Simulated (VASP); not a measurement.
A run of VASP 6.6.1 is set up as follows.

File INCAR:

```
  ALGO = Normal
  EDIFF = 1E-6
  ENCUT = 520
  GGA = PE
  ISIF = 2
  ISMEAR = 0
  LASPH = True
  LCHARG = False
  LREAL = False
  LWAVE = False
  NBANDS = 28
  NELM = 80
  PREC = Accurate
  SIGMA = 0.02
```

KPOINTS

```
k-points
0
Gamma
  8 8 8
```

Contents of POSCAR:

```
BaTiO3
1.0
    3.9560085865      0.0000000000      0.0000000000
    0.0000000000      2.9690316437      3.0216205717
    0.0000000000     -2.9690316437      3.0216205717
Ba Ti O
1 1 3
Direct
    0.0000000000      0.0199470654      0.0199470654
    0.5000000000      0.5363151044      0.5363151044
    0.0000000000      0.4808661177      0.4808661177
    0.5000000000      0.4937176258      0.9653740868
    0.5000000000      0.9653740868      0.4937176258
```

Potentials or basis: VASP PAW PBE potentials, release 64 (Ba_sv, Ti_sv, O).

The run is started by

```sh
$ cat potpaw_PBE.64/Ba_sv/POTCAR potpaw_PBE.64/Ti_sv/POTCAR potpaw_PBE.64/O/POTCAR > POTCAR
$ mpirun -np 1 vasp_std > vasp.out
```

(1) Predict the band gap on the k mesh.

(2) Estimate the largest force.

Answers

(1) 2.67 eV (least direct gap 3.35 eV).

(2) 0.111 eV/Å.

Caveat: spin-orbit coupling is left out, which moves the levels of the heavy elements.
